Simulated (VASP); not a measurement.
Runs of VASP 6.6.1 on ZnCd. The structure is that of space group Pm-3m (No. 221), or close to it. The cells are those of the table. 

| task | cell | cutoff (eV) | smearing | gap on the mesh (eV) | pressure (GPa) | relaxed volume (Å³/atom) |
| --- | --- | --- | --- | --- | --- | --- |
| relaxation of cell and atoms | relaxed from a = 3.297 Å, 2 atoms | 600 | fermi-dirac 0.15 eV | none | 0.0 | 18.03 |
| single point | a = 3.299 Å, 2 atoms | 520 | fermi-dirac 0.15 eV | none | (a) | - |
| relaxation of cell and atoms | relaxed from a = 3.297 Å, 2 atoms | 600 | gaussian 0.1 eV | none | 0.0 | 17.99 |
| single point | a = 3.297 Å, 2 atoms | 520 | gaussian 0.1 eV | none | 0.4 | - |

Alike in all rows: level PBEsol; potentials or basis VASP PAW PBE potentials, release 64 (Zn, Cd); no spin polarisation; k mesh 12 × 12 × 12.

Question: Fill in the values left out.

Answer: (a) 0.3.

Caveats: the PAW data sets were made with another functional, which shifts forces and pressure a little.

A k mesh can miss the band edges, and the runs leave out spin-orbit coupling on Cd.

A gap of «none» marks levels without a gap at the run's occupations.
